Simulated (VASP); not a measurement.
## BAs (lda): single point with LDA

Crystal: BAs (lda).

```
CELL_PARAMETERS angstrom
0.00000 2.38850 2.38850
2.38850 0.00000 2.38850
2.38850 2.38850 0.00000
ATOMIC_POSITIONS crystal
B 0.00000 0.00000 0.00000
As 0.25000 0.25000 0.25000
```

```
Program             : VASP 6.6.1
Task                : single point
Functional          : LDA
Potentials or basis : VASP PAW LDA potentials, release 64 (B, As)
Cutoff              : 500 eV
k mesh              : 6 × 6 × 6
Occupations         : gaussian, width 0.1 eV
Spin                : no spin polarisation
```

| Property | Result |
| --- | --- |
| Pressure | -3.1 GPa |
| Band gap on the k mesh | 1.22 eV, indirect (least direct gap 3.25 eV) |

Levels at points of the mesh, in eV from the valence-band top:
```tsv
k point	band 2	band 3	band 4	band 5	band 6	band 7
(0.00, 0.00, 0.00)	0.00	0.00	0.00	3.25	3.25	3.25
(0.50, 0.00, 0.00)	-8.76	-1.82	-1.82	2.69	4.75	4.75
(0.50, 0.50, 0.00)	-8.43	-4.08	-4.08	1.33	1.41	11.23
```

Wall time 6 s on 1 thread of Intel Xeon 6975P-C (shared host), peak memory 0.14 GiB.

A k mesh can miss the band edges.
